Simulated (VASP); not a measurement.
Here is a VASP 6.6.1 calculation.

INCAR

```
SYSTEM = KF
ALGO = Normal
EDIFF = 1E-6
ENCUT = 520
GGA = PE
ISIF = 2
ISMEAR = -1
LASPH = .TRUE.
LCHARG = .FALSE.
LREAL = .FALSE.
LWAVE = .FALSE.
NBANDS = 15
NELM = 60
PREC = Accurate
SIGMA = 0.02
```

KPOINTS

```
k-points
0
G
  8 8 8
  0 0 0
```

The input POSCAR:

```
KF
1.0
    0.0000000000      2.6589566777      2.6589566777
    2.6778352701      0.0000000000      2.6589566777
    2.6778352701      2.6589566777      0.0000000000
K F
1 1
Direct
    0.0000000000      0.0000000000      0.0000000000
    0.5000000000      0.5000000000      0.5000000000
```

Potentials or basis: VASP PAW PBE potentials, release 64 (K_sv, F).

Command:

```console
$ cat potpaw_PBE.64/K_sv/POTCAR potpaw_PBE.64/F/POTCAR > POTCAR
$ mpirun -np 1 vasp_std > vasp.out
```

(1) Estimate the band gap on the k mesh.

(2) Predict the pressure.

Results:

(1) 6.20 eV, direct.

(2) 1.7 GPa.

Caveat: the cell differs from its parent crystal (uniaxial x strain +0.7%).
